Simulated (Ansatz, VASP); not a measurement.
## Lu: VASP beside Ansatz

```xyz
2
Lattice="0.0000 3.9317 3.9317 3.9317 0.0000 3.9317 3.9317 3.9317 0.0000" Properties=species:S:1:pos:R:3 pbc="T T T"
Lu    0.9829    0.9829    0.9829
Lu    6.8805    6.8805    6.8805
```

Alike in both runs: task single point; functional RPBE; k mesh 8 × 8 × 8; occupations fermi-dirac, width 0.1 eV; no spin polarisation.

```csv
,VASP,Ansatz
version,VASP 6.6.1,Ansatz 0.2.0
potentials or method,"VASP PAW PBE potentials, release 64 (Lu), cutoff 520 eV","plane waves (420 eV) with PAW, scalar-relativistic"
valence electrons in the cell,50,50
```

|  | VASP | Ansatz | Ansatz less VASP |
| --- | --- | --- | --- |
| pressure (GPa) | -1.2 | -1.1 | +0.02 |

VASP's potentials were made for PBE, not for RPBE.

Spin-orbit coupling is off throughout.
